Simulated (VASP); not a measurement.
Ge: relaxation of cell and atoms with BLYP+D4

Crystal: Ge.

```
Ge
1.0
    -1.60842    1.60842    1.87318
     1.60842   -1.60842    1.87318
     1.60842    1.60842   -1.87318
Ge
1
Direct
  0.50000 0.50000 0.00000
```

```
Program                : VASP 6.6.1
Task                   : relaxation of cell and atoms
Functional             : BLYP
Dispersion             : D4
Potentials or basis    : VASP PAW PBE potentials, release 64 (Ge_d)
Cutoff                 : 600 eV
k mesh                 : 12 × 12 × 12
Occupations            : fermi-dirac, width 0.05 eV
Spin                   : no spin polarisation
Dipole correction      : no
Further INCAR settings : ALGO = Normal; EDIFF = 1e-06; IBRION = 2; EDIFFG = -0.01; NSW = 60; ISIF = 3
```

```json
{"Relaxed volume": "22.50 Å³/atom", "Relaxed cell": "a = 3.107 Å, b = 3.107 Å, c = 3.107 Å, α = 115.14°, β = 115.14°, γ = 98.64°", "Space group after relaxing (to 0.05 Å)": "I4/mmm (No. 139)", "Energy gained by relaxing": "269.1 meV/atom", "Ionic steps": "21", "Pressure after relaxing": "0.0 GPa", "Band gap on the k mesh": "zero (band 7 reaches 12.53 eV, above the bottom of band 8 at 3.42 eV)", "Dispersion energy per atom": "-0.928 eV"}
```

Step by step:
| step | energy change (eV) | largest force (eV/Å) | pressure (GPa) | volume (Å³) |
| --- | --- | --- | --- | --- |
| 1 | 0.0000 | 0.0000 | 1.54 | 19.38 |
| 2 | -0.0059 | 0.0000 | 3.92 | 19.91 |
| 3 | -0.1493 | 0.0000 | 5.16 | 21.55 |
| 4 | -0.2136 | 0.0000 | -9.26 | 25.09 |
| 5 | -0.2663 | 0.0000 | -4.34 | 22.67 |
| 6 | -0.2394 | 0.0000 | 27.92 | 22.14 |
| 7 | -0.2677 | 0.0000 | -2.46 | 22.60 |
| 8 | -0.2683 | 0.0000 | 0.32 | 22.51 |
| 9 | -0.2676 | 0.0000 | -3.55 | 22.63 |
| 10 | -0.2684 | 0.0000 | -0.68 | 22.54 |
| 11 | -0.2687 | 0.0000 | -0.15 | 22.52 |
| 12 | -0.2688 | 0.0000 | 0.36 | 22.51 |
| 13 | -0.2688 | 0.0000 | 1.57 | 22.48 |
| 14 | -0.2688 | 0.0000 | 0.82 | 22.49 |
| 15 | -0.2689 | 0.0000 | 0.73 | 22.49 |
| 16 | -0.2690 | 0.0000 | 0.44 | 22.50 |
| 17 | -0.2691 | 0.0000 | -0.13 | 22.51 |
| 18 | -0.2692 | 0.0000 | -0.13 | 22.50 |
| 19 | -0.2692 | 0.0000 | -0.13 | 22.50 |
| 20 | -0.2692 | 0.0000 | -0.19 | 22.50 |
| 21 | -0.2691 | 0.0000 | 0.04 | 22.50 |

Final structure:
```cif
data_structure
_symmetry_space_group_name_H-M 'P 1'
_symmetry_Int_Tables_number 1
_cell_length_a 3.1074
_cell_length_b 3.1074
_cell_length_c 3.1074
_cell_angle_alpha 115.145
_cell_angle_beta 115.145
_cell_angle_gamma 98.638
_cell_volume 22.50
loop_
_atom_site_label
_atom_site_type_symbol
_atom_site_fract_x
_atom_site_fract_y
_atom_site_fract_z
_atom_site_occupancy
Ge1 Ge 0.50000 0.50000 0.00000 1
```

Levels at points of the mesh, in eV from the Fermi level:
```
           k point  band 4  band 5  band 6  band 7  band 8  band 9  band 10  band 11
(0.00, 0.00, 0.00)  -24.71  -24.68  -11.88    7.00    7.16    7.16    12.95    12.95
(0.50, 0.00, 0.00)  -24.68  -24.67   -7.73   -4.44    4.42    6.18     9.78    10.68
(0.50, 0.50, 0.00)  -24.68  -24.66   -6.69   -3.88    2.45    3.60     7.08     7.53
(0.50, 0.50, 0.50)  -24.66  -24.66   -4.80   -2.41    0.96    0.96     5.05     5.85
```

Wall time 2.7 min on 1 thread of Intel(R) Xeon(R) 6975P-C (Granite Rapids), with other jobs on the host, peak memory 0.18 GiB.

Caveat: the volume moved by over 15 % at a fixed basis, so the end points are rough; the PAW data sets were made with another functional, which shifts forces and pressure a little; pairwise dispersion overbinds metals, which lowers pressure and volume.
